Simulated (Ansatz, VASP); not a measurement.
**One calculation of Bi2Se3, two programs**

INCAR

```
SYSTEM = Bi2Se3
ALGO = Normal ; EDIFF = 1E-6
ENCUT = 520 ; GGA = PE
ISIF = 2 ; ISMEAR = 0
LASPH = .True. ; LCHARG = .True.
LELF = .True. ; LREAL = .False.
LVHAR = .True. ; LWAVE = .False.
NBANDS = 32 ; NELM = 100
PREC = Accurate ; SIGMA = 0.05
```

The input KPOINTS:

```
k-points
0
Gamma
  6 6 6
  0 0 0
```

POSCAR

```
Bi2Se3
1.0
    2.1459979013      1.2389924660     10.1731789023
   -2.1459979013      1.2389924660     10.1731789023
    0.0000000000     -2.4779849320     10.1731789023
Bi Se
2 3
Direct
    0.3955941725      0.3955941725      0.3955941725
    0.6044058275      0.6044058275      0.6044058275
    0.0000000000      0.0000000000      0.0000000000
    0.2210304535      0.2210304535      0.2210304535
    0.7789695465      0.7789695465      0.7789695465
```

Input for Ansatz:

```yaml
crystal:
  lattice:
    - [2.1459979013, 1.238992466, 10.1731789023]
    - [-2.1459979013, 1.238992466, 10.1731789023]
    - [0.0, -2.477984932, 10.1731789023]
  atoms:
    - { symbol: Bi, position: [0.3955941725, 0.3955941725, 0.3955941725] }
    - { symbol: Bi, position: [0.6044058275, 0.6044058275, 0.6044058275] }
    - { symbol: Se, position: [0.0, 0.0, 0.0] }
    - { symbol: Se, position: [0.2210304535, 0.2210304535, 0.2210304535] }
    - { symbol: Se, position: [0.7789695465, 0.7789695465, 0.7789695465] }
basis:
  ecutwfc: 420
kpoints:
  mp_grid: { grid: [6, 6, 6] }
hamiltonian:
  xc: pbe
scf:
  occupations: { method: gaussian, width: 0.05 }
output:
  forces: true
  stress: true
  eigenvalues: true
```

Change from the starting cell: strain +0.025 along x and y, -0.025 along z, atoms carried along.

Alike in both runs: task single point; functional PBE; k mesh 6 × 6 × 6; occupations gaussian, width 0.05 eV; no spin polarisation.

|  | VASP | Ansatz |
| --- | --- | --- |
| version | VASP 6.6.1 | Ansatz 0.2.0 |
| potentials or method | VASP PAW PBE potentials, release 64 (Bi_d, Se), cutoff 520 eV | scalar-relativistic, plane waves, PAW |
| valence electrons in the cell | 48 | 78 |

```csv
,VASP,Ansatz,Ansatz less VASP
gap on the k mesh at the Fermi level (eV),0.50,0.50,+0.003
least direct gap on the mesh (eV),0.51,0.51,+0.002
pressure (GPa),-1.3,-1.3,-0.01
"traceless stress, the component that is largest in VASP (GPa)",1.19,1.19,+0.001
rms of the force components (eV/Å),0.037,0.041,+0.0038
```

Atom by atom the forces differ by 0.004 eV/Å (rms over components). VASP's potentials hold 48 valence electrons a cell and Ansatz's 78, so a difference there can come from the potentials and not from the codes.

Spin-orbit coupling is off throughout.
